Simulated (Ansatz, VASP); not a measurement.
Ge in VASP and in Ansatz

INCAR

```
ALGO = Normal
EDIFF = 1E-6
ENCUT = 500
GGA = PE
GGA_COMPAT = False
ISIF = 2
ISMEAR = 0
LASPH = True
LCHARG = False
LREAL = False
LWAVE = False
NBANDS = 21
NELM = 120
PREC = Accurate
SIGMA = 0.1
```

Contents of KPOINTS:

```
k-points
0
Gamma
  12 12 12
```

POSCAR

```
Ge
1.0
    0.0000000000      2.9645024540      2.9645024540
    2.9645024540      0.0000000000      2.9645024540
    2.9645024540      2.9645024540      0.0000000000
Ge
2
Direct
    0.0000000000      0.0000000000      0.0000000000
    0.2500000000      0.2500000000      0.2500000000
```

Input for Ansatz:

```yaml
crystal:
  lattice:
    - [0.0, 2.964502454, 2.964502454]
    - [2.964502454, 0.0, 2.964502454]
    - [2.964502454, 2.964502454, 0.0]
  atoms:
    - { symbol: Ge, position: [0.0, 0.0, 0.0] }
    - { symbol: Ge, position: [0.25, 0.25, 0.25] }
basis: {}
kpoints:
  mp_grid: { grid: [12, 12, 12] }
hamiltonian:
  xc: pbe
  pseudopotentials: { kind: all_electron, lapw: {} }
scf:
  occupations: { method: gaussian, width: 0.1 }
output:
  forces: true
  stress: true
  eigenvalues: true
```

Alike in both runs: task single point; functional PBE; k mesh 12 × 12 × 12; occupations gaussian, width 0.1 eV; no spin polarisation.

|  | VASP | Ansatz |
| --- | --- | --- |
| version | VASP 6.6.1 | Ansatz 0.2.0 |
| potentials or method | VASP PAW PBE potentials, release 64 (Ge_d), cutoff 500 eV | scalar-relativistic, all-electron LAPW |

|  | VASP | Ansatz | Ansatz less VASP |
| --- | --- | --- | --- |
| gap on the k mesh at the Fermi level (eV) | none | none | - |
| pressure (GPa) | -4.1 | -4.1 | +0.07 |

A gap of «none» marks a metal or a gap that the smearing closes. Ansatz ran all-electron here, and VASP with PAW potentials.
